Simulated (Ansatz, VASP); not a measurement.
Two plane-wave programs on InSb3

```
CELL_PARAMETERS angstrom
0.00000 3.80979 3.80979
3.80979 0.00000 3.80979
3.80979 3.80979 0.00000
ATOMIC_POSITIONS crystal
In 0.00000 0.00000 0.00000
Sb 0.25000 0.25000 0.25000
Sb 0.75000 0.75000 0.75000
Sb 0.50000 0.50000 0.50000
```

Alike in both runs: task single point; functional r2SCAN; k mesh 10 × 10 × 10; occupations gaussian, width 0.1 eV; no spin polarisation.

|  | VASP | Ansatz |
| --- | --- | --- |
| version | VASP 6.6.1 | Ansatz 0.2.0 |
| potentials or method | VASP PAW PBE potentials, release 64 (In_d, Sb), cutoff 520 eV | scalar-relativistic, plane waves, PAW |
| valence electrons in the cell | 28 | 58 |

|  | VASP | Ansatz | Ansatz less VASP |
| --- | --- | --- | --- |
| gap on the k mesh at the Fermi level (eV) | none | none | - |
| pressure (GPa) | -1.6 | -1.6 | +0.03 |

VASP's potentials were made for PBE, not for r2SCAN. A gap of «none» marks a metal or a gap that the smearing closes. VASP's potentials hold 28 valence electrons a cell and Ansatz's 58, so a difference there can come from the potentials and not from the codes.

Spin-orbit coupling is off throughout.
